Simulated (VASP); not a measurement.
Ru, 2 atoms in the cell. The structure is cubic, space group Fd-3m (No. 227). Conventional cell: a = 5.413 Å, b = 5.413 Å, c = 5.413 Å, α = 90.00°, β = 90.00°, γ = 90.00°. Within 3.1 Å of Ru (site symmetry -43m) lie 4 Ru at 2.34 Å. 

* Program: VASP 6.6.1
* Task: single point
* Functional: r2SCAN
* Potentials or basis: VASP PAW PBE potentials, release 64 (Ru_pv)
* Cutoff: 550 eV
* k mesh: 18 × 18 × 18
* Occupations: gaussian, width 0.1 eV
* Spin: no spin polarisation
* Dipole correction: no
* Further INCAR settings: ALGO = Normal; EDIFF = 1e-06; NBANDS = 21

Potentials or basis: VASP PAW PBE potentials, release 64 (Ru_pv).

Command:

```sh
$ cat potpaw_PBE.64/Ru_pv/POTCAR > POTCAR
$ cp INCAR.step1 INCAR
$ mpirun -np 1 vasp_std > vasp.out
$ cp INCAR.step2 INCAR
$ mpirun -np 1 vasp_std > vasp.out
```

Hardware: 1 thread of Intel(R) Xeon(R) Platinum 8259CL CPU @ 2.50GHz (Skylake/Cascade Lake) (shared host).

Problem. Estimate the wall time of this run.

Solution. Run time: 8.6 min on 1 thread of Intel(R) Xeon(R) Platinum 8259CL CPU @ 2.50GHz (Skylake/Cascade Lake) (shared host), peak memory 0.27 GiB. Counts: k points 195.
